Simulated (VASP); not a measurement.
# MgS (F-43m) in VASP: notebook, part 2 of 2

VASP 6.6.1.

## Step 4: Single point, r2SCAN

This run uses another cell than the first one, of 21.38 Å³/atom.

The input, POSCAR:

```
MgS
1.0
    0.0000000000      2.7752850422      2.7752850422
    2.7752850422      0.0000000000      2.7752850422
    2.7752850422      2.7752850422      0.0000000000
S Mg
1 1
Direct
    0.2500000000      0.2500000000      0.2500000000
    0.0000000000      0.0000000000      0.0000000000
```

The input, INCAR.step1:

```
SYSTEM = MgS
  ALGO = Normal
  EDIFF = 1E-5
  ENCUT = 920
  GGA = PE
  GGA_COMPAT = .FALSE.
  ISMEAR = -1
  LASPH = .TRUE.
  LCHARG = .FALSE.
  LREAL = .FALSE.
  LWAVE = .TRUE.
  NBANDS = 15
  NELM = 120
  PREC = Accurate
  SIGMA = 0.05
```

The input, INCAR.step2:

```
SYSTEM = MgS
  ALGO = Normal
  EDIFF = 1E-6
  ENCUT = 920
  GGA_COMPAT = .FALSE.
  ISIF = 2
  ISMEAR = -1
  ISTART = 1
  LASPH = .TRUE.
  LCHARG = .TRUE.
  LELF = .TRUE.
  LMIXTAU = .TRUE.
  LREAL = .FALSE.
  LVHAR = .TRUE.
  LWAVE = .FALSE.
  METAGGA = R2SCAN
  NBANDS = 15
  NELM = 120
  PREC = Accurate
  SIGMA = 0.05
```

The input, KPOINTS:

```
k-points
0
G
  8 8 8
  0 0 0
```

Potentials or basis: VASP PAW PBE potentials, release 64 (S, Mg_sv).

The run is started by

```sh
> cat potpaw_PBE.64/S/POTCAR potpaw_PBE.64/Mg_sv/POTCAR > POTCAR
> cp INCAR.step1 INCAR
> mpirun -np 1 vasp_std > vasp.out
> cp INCAR.step2 INCAR
> mpirun -np 1 vasp_std > vasp.out
```

OUTCAR:

```text
SYSTEM = MgS
   EDIFF = 1E-6
   ENCUT = 920
   ISIF = 2
   ISMEAR = -1
   ISTART = 1
   LASPH = .TRUE.
   LREAL = .FALSE.
   METAGGA = R2SCAN
   NELM = 120
   PREC = Accurate

 ion  position               nearest neighbor table
   1  0.250  0.250  0.250-   2 2.40   2 2.40   2 2.40   2 2.40
   2  0.000  0.000  0.000-   1 2.40   1 2.40   1 2.40   1 2.40

  LATTYP: Found a face centered cubic cell.
 ALAT       =     5.5505700844

  Lattice vectors:

 A1 = (   0.0000000000,   2.7752850422,   2.7752850422)
 A2 = (   2.7752850422,   0.0000000000,   2.7752850422)
 A3 = (   2.7752850422,   2.7752850422,   0.0000000000)

Analysis of symmetry for initial positions (statically):
=====================================================================
 Subroutine PRICEL returns:
 Original cell was already a primitive cell.

 Routine SETGRP: Setting up the symmetry group for a
 face centered cubic supercell.

 Subroutine GETGRP returns: Found 24 space group operations
 (whereof 24 operations were pure point group operations)
 out of a pool of 48 trial point group operations.

The static configuration has the point symmetry T_d .

Analysis of symmetry for dynamics (positions and initial velocities):
=====================================================================
 Subroutine PRICEL returns:
 Original cell was already a primitive cell.

 Routine SETGRP: Setting up the symmetry group for a
 face centered cubic supercell.

 Subroutine GETGRP returns: Found 24 space group operations
 (whereof 24 operations were pure point group operations)
 out of a pool of 48 trial point group operations.

The dynamic configuration has the point symmetry T_d .

 Subroutine INISYM returns: Found 24 space group operations
 (whereof 24 operations are pure point group operations),
 and found     1 'primitive' translations

----------------------------------------------------------------------------------------

                                     Primitive cell

  volume of cell :      42.7516
[... 112 lines left out ...]
  Thomas-Fermi vector in A             =   2.316074
   LORBIT       =      0    0 simple, 1 ext, 2 COOP (PROOUT), +10 PAW based schemes
   METAGGA = R2SCAN    functional components
   LHFCALC =     F    Hartree Fock is set to
   AEXX    =    0.0000 exact exchange contribution
   IVDW    =     0    specifies the selected vdW correction
   LEPSILON=     F    determine dielectric tensor
   LRPA    =     F    only Hartree local field effects (RPA)
 non-spin polarized calculation
  energy-cutoff  :      920.00
  volume of cell :       42.75
 maximum number of plane-waves:      2733
   NGX = 19   NGY = 19   NGZ = 19

 number of electron      16.0000005 magnetization

 Free energy of the ion-electron system (eV)
  ---------------------------------------------------
  ext. energy  EPLUGINS =         0.00000000
  ---------------------------------------------------
  free energy    TOTEN  =       -15.44325781 eV

  energy without entropy =      -15.44325781  energy(sigma->0) =      -15.44325781

 E-fermi :   2.3370     XC(G=0):  -9.2113

 val. band max:        1.0346379518   @ k =   0.0000   0.0000   0.0000
 cond. band min:       5.3097862865   @ k =   0.5000   0.5000   0.0000
 fundamental gap:      4.2751483347
 Fermi energy:         2.3370221739

 k-point     1 :       0.0000    0.0000    0.0000
  band No.  band energies     occupation
      1     -75.3301      2.00000
      2     -40.4414      2.00000
      3     -40.4414      2.00000
      4     -40.4414      2.00000
      5     -10.9104      2.00000
      6       1.0346      2.00000
      7       1.0346      2.00000
      8       1.0346      2.00000
      9       5.5018      0.00000
     10       9.8084      0.00000
     11       9.8084      0.00000
     12       9.8084      0.00000
     13      12.6169      0.00000
     14      12.6169      0.00000
[... 401 lines left out ...]
      2     -40.4448      2.00000
      3     -40.4429      2.00000
      4     -40.4423      2.00000
      5      -9.9869      2.00000
      6      -1.9263      2.00000
      7      -0.3453      2.00000
      8       0.3404      2.00000
      9       7.6933      0.00000
     10       8.4177      0.00000
     11      10.6798      0.00000
     12      10.8698      0.00000
     13      13.6010      0.00000
     14      15.0449      0.00000
     15      16.5000      0.00000

 [... further k-points ...]
[... 5 lines left out ...]
  --------------------------------------------------------------------------------------
  -------------------------------------------------------------------------------------
  Total        1.1083588      1.1083588      1.1083588      0.0000000     -0.0000000      0.0000000
  in kB       41.5372904     41.5372904     41.5372904      0.0000000     -0.0000000      0.0000000
  external PRESSURE =      41.5372904 kB  Pullay stress =       0.0000000 kB

 VOLUME and BASIS-vectors are now :
 -----------------------------------------------------------------------------
  energy-cutoff  :      920.00
  volume of cell :       42.75
      direct lattice vectors                 reciprocal lattice vectors
     0.000000000  2.775285042  2.775285042    -0.180161674  0.180161674  0.180161674
     2.775285042  0.000000000  2.775285042     0.180161674 -0.180161674  0.180161674
     2.775285042  2.775285042  0.000000000     0.180161674  0.180161674 -0.180161674

 POSITION                                       TOTAL-FORCE (eV/Angst)
 -----------------------------------------------------------------------------------
      1.38764      1.38764      1.38764        -0.000000     -0.000000     -0.000000
      0.00000      0.00000      0.00000         0.000000      0.000000      0.000000
 -----------------------------------------------------------------------------------
    total drift:                               -0.000000     -0.000000     -0.000000

  FREE ENERGIE OF THE ION-ELECTRON SYSTEM (eV)
  ---------------------------------------------------
  free  energy   TOTEN  =       -15.4432578144 eV

  energy  without entropy=      -15.4432578144  energy(sigma->0) =      -15.44325781
```

Wall time 69 s (1 thread of Intel Xeon 6975P-C (Granite Rapids), shared host); peak memory 0.27 GiB.

Results:

```yaml
Free_energy: -15.4433 eV
Pressure: 4.2 GPa
Band_gap_on_the_k_mesh: 4.28 eV (least direct gap 4.47 eV)
```

Levels at points of the mesh, in eV from the valence-band top:
| k point | band 4 | band 5 | band 6 | band 7 | band 8 | band 9 | band 10 | band 11 | band 12 | band 13 |
| --- | --- | --- | --- | --- | --- | --- | --- | --- | --- | --- |
| (0.00, 0.00, 0.00) | -41.48 | -11.94 | 0.00 | 0.00 | 0.00 | 4.47 | 8.77 | 8.77 | 8.77 | 11.58 |
| (0.50, 0.00, 0.00) | -41.48 | -11.15 | -3.35 | -0.35 | -0.35 | 6.04 | 8.31 | 8.31 | 9.58 | 14.11 |
| (0.50, 0.50, 0.00) | -41.48 | -10.89 | -2.99 | -1.12 | -1.12 | 4.28 | 6.36 | 12.79 | 13.81 | 13.81 |

Caveat: the cell stands under pressure; the PAW data sets were made with another functional, which shifts forces and pressure a little. A k mesh can miss the band edges.
